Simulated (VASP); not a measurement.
# InAs (F-43m) in VASP: further runs, part 2 of 2

VASP 6.6.1. The steps go on from the part before.

## (6) Single point, PBE (strain +2.0%)

The input, INCAR:

```
SYSTEM = InAs
ALGO = Normal
EDIFF = 1E-7
ENCUT = 520
GGA = PE
ISIF = 2
ISMEAR = -1
LASPH = .TRUE.
LCHARG = .FALSE.
LREAL = .FALSE.
LWAVE = .FALSE.
NBANDS = 16
NELM = 100
PREC = Accurate
SIGMA = 0.02
```

The input, KPOINTS:

```
k-points
0
G
  8 8 8
  0 0 0
```

The input, POSCAR:

```
InAs
1.0
    0.0000000000      3.1156822825      3.1156822825
    3.1156822825      0.0000000000      3.1156822825
    3.1156822825      3.1156822825      0.0000000000
In As
1 1
Direct
    0.0000000000      0.0000000000      0.0000000000
    0.2500000000      0.2500000000      0.2500000000
```

Potentials or basis: VASP PAW PBE potentials, release 64 (In_d, As).

Launch:

```
$ cat potpaw_PBE.64/In_d/POTCAR potpaw_PBE.64/As/POTCAR > POTCAR
$ mpirun -np 1 vasp_std > vasp.out
```

OUTCAR:

```text
SYSTEM = InAs
   EDIFF = 1E-7
   ENCUT = 520
   GGA = PE
   ISIF = 2
   ISMEAR = -1
   LASPH = .TRUE.
   LREAL = .FALSE.
   NELM = 100
   PREC = Accurate

 ion  position               nearest neighbor table
   1  0.000  0.000  0.000-   2 2.70   2 2.70   2 2.70   2 2.70
   2  0.250  0.250  0.250-   1 2.70   1 2.70   1 2.70   1 2.70

  LATTYP: Found a face centered cubic cell.
 ALAT       =     6.2313645650

  Lattice vectors:

 A1 = (   0.0000000000,   3.1156822825,   3.1156822825)
 A2 = (   3.1156822825,   0.0000000000,   3.1156822825)
 A3 = (   3.1156822825,   3.1156822825,   0.0000000000)

Analysis of symmetry for initial positions (statically):
=====================================================================
 Subroutine PRICEL returns:
 Original cell was already a primitive cell.

 Routine SETGRP: Setting up the symmetry group for a
 face centered cubic supercell.

 Subroutine GETGRP returns: Found 24 space group operations
 (whereof 24 operations were pure point group operations)
 out of a pool of 48 trial point group operations.

The static configuration has the point symmetry T_d .

Analysis of symmetry for dynamics (positions and initial velocities):
[... 154 lines left out ...]
  ---------------------------------------------------
  free energy    TOTEN  =        -7.71289663 eV

  energy without entropy =       -7.71274579  energy(sigma->0) =       -7.71282121

 E-fermi :   3.6569     XC(G=0):  -8.7027

 val. band max:        3.6429242120   @ k =   0.0000   0.0000   0.0000
 cond. band min:       4.4095800134   @ k =   0.5000   0.0000   0.0000
 fundamental gap:      0.7666558014
 Fermi energy:         3.6568546271

 k-point     1 :       0.0000    0.0000    0.0000
  band No.  band energies     occupation
      1     -10.5939      2.00000
      2     -10.5939      2.00000
      3     -10.5939      2.00000
      4     -10.5015      2.00000
      5     -10.5015      2.00000
      6      -7.6752      2.00000
[... 433 lines left out ...]
      3     -10.5551      2.00000
      4     -10.5046      2.00000
      5     -10.4957      2.00000
      6      -6.2472      2.00000
[... 8 lines left out ...]
     15      13.7938      0.00000
     16      14.3648      0.00000

 [... further k-points ...]
[... 5 lines left out ...]
  --------------------------------------------------------------------------------------
  -------------------------------------------------------------------------------------
  Total       -0.3590526     -0.3590526     -0.3590526      0.0000000      0.0000000      0.0000000
  in kB       -9.5099700     -9.5099700     -9.5099700      0.0000000      0.0000000      0.0000000
  external PRESSURE =      -9.5099700 kB  Pullay stress =       0.0000000 kB

 VOLUME and BASIS-vectors are now :
 -----------------------------------------------------------------------------
  energy-cutoff  :      520.00
  volume of cell :       60.49
      direct lattice vectors                 reciprocal lattice vectors
     0.000000000  3.115682282  3.115682282    -0.160478494  0.160478494  0.160478494
     3.115682282  0.000000000  3.115682282     0.160478494 -0.160478494  0.160478494
     3.115682282  3.115682282  0.000000000     0.160478494  0.160478494 -0.160478494

 POSITION                                       TOTAL-FORCE (eV/Angst)
 -----------------------------------------------------------------------------------
      0.00000      0.00000      0.00000         0.000000     -0.000000      0.000000
      1.55784      1.55784      1.55784        -0.000000      0.000000     -0.000000
 -----------------------------------------------------------------------------------
    total drift:                               -0.000000     -0.000000      0.000000

  FREE ENERGIE OF THE ION-ELECTRON SYSTEM (eV)
  ---------------------------------------------------
  free  energy   TOTEN  =        -7.7128966258 eV

  energy  without entropy=       -7.7127457909  energy(sigma->0) =       -7.71282121
```

OSZICAR:

```text
N       E                     dE             d eps       ncg     rms          rms(c)
DAV:   1     0.113175323406E+03    0.11318E+03   -0.81585E+03   936   0.117E+03
DAV:   2    -0.409930409689E-01   -0.11322E+03   -0.10877E+03  1000   0.296E+02
DAV:   3    -0.774725196758E+01   -0.77063E+01   -0.76658E+01  1200   0.752E+01
DAV:   4    -0.795066753751E+01   -0.20342E+00   -0.20337E+00  1128   0.138E+01
DAV:   5    -0.796248448394E+01   -0.11817E-01   -0.11817E-01  1408   0.286E+00    0.390E+00
DAV:   6    -0.772859088325E+01    0.23389E+00   -0.36780E-01  1440   0.929E+00    0.217E+00
DAV:   7    -0.771059382787E+01    0.17997E-01   -0.10019E-01  1232   0.254E+00    0.697E-01
DAV:   8    -0.771204958103E+01   -0.14558E-02   -0.11172E-02  1160   0.117E+00    0.146E-01
DAV:   9    -0.771269226828E+01   -0.64269E-03   -0.93625E-04  1096   0.283E-01    0.905E-02
DAV:  10    -0.771284495554E+01   -0.15269E-03   -0.15862E-04  1240   0.150E-01    0.484E-02
DAV:  11    -0.771289526547E+01   -0.50310E-04   -0.11494E-04  1048   0.100E-01    0.321E-02
DAV:  12    -0.771289590459E+01   -0.63912E-06   -0.51229E-06  1104   0.201E-02    0.915E-03
DAV:  13    -0.771289640084E+01   -0.49625E-06   -0.17472E-06  1096   0.805E-03    0.317E-03
DAV:  14    -0.771289653878E+01   -0.13794E-06   -0.10640E-07  1080   0.257E-03    0.124E-03
DAV:  15    -0.771289662584E+01   -0.87056E-07   -0.12060E-08   656   0.850E-04
   1 F= -.77128966E+01 E0= -.77128212E+01  d E =-.150835E-03
```

Wall time 80 s (1 thread of AMD EPYC 7R13, shared host); peak memory 0.18 GiB.

What came out:

```
Free energy            : -7.7129 eV
Pressure               : -1.0 GPa
Band gap on the k mesh : zero (filled and empty bands touch)
```

Caveat: the cell differs from its parent crystal (strain +2.0%); spin-orbit coupling is left out, which moves the levels of the heavy elements.

## (7) The runs side by side

| cell | gap on the mesh (eV) | pressure (GPa) |
| --- | --- | --- |
| a = 4.190 Å, angles 60.0°, 2 atoms | 0.12 | 8.6 |
| a = 4.233 Å, angles 60.0°, 2 atoms | none | 6.1 |
| a = 4.277 Å, angles 60.0°, 2 atoms | none | 4.0 |
| a = 4.363 Å, angles 60.0°, 2 atoms | none | 0.4 |
| a = 4.406 Å, angles 60.0°, 2 atoms | none | -1.0 |

Alike in all rows: task single point; level PBE; potentials or basis VASP PAW PBE potentials, release 64 (In_d, As); no spin polarisation; k mesh 8 × 8 × 8; cutoff (eV) 520; smearing fermi-dirac 0.02 eV.

Caveats: spin-orbit coupling is left out, which moves the levels of the heavy elements.

Total energies depend on the potentials used, so only differences within one code and one set of settings carry meaning.
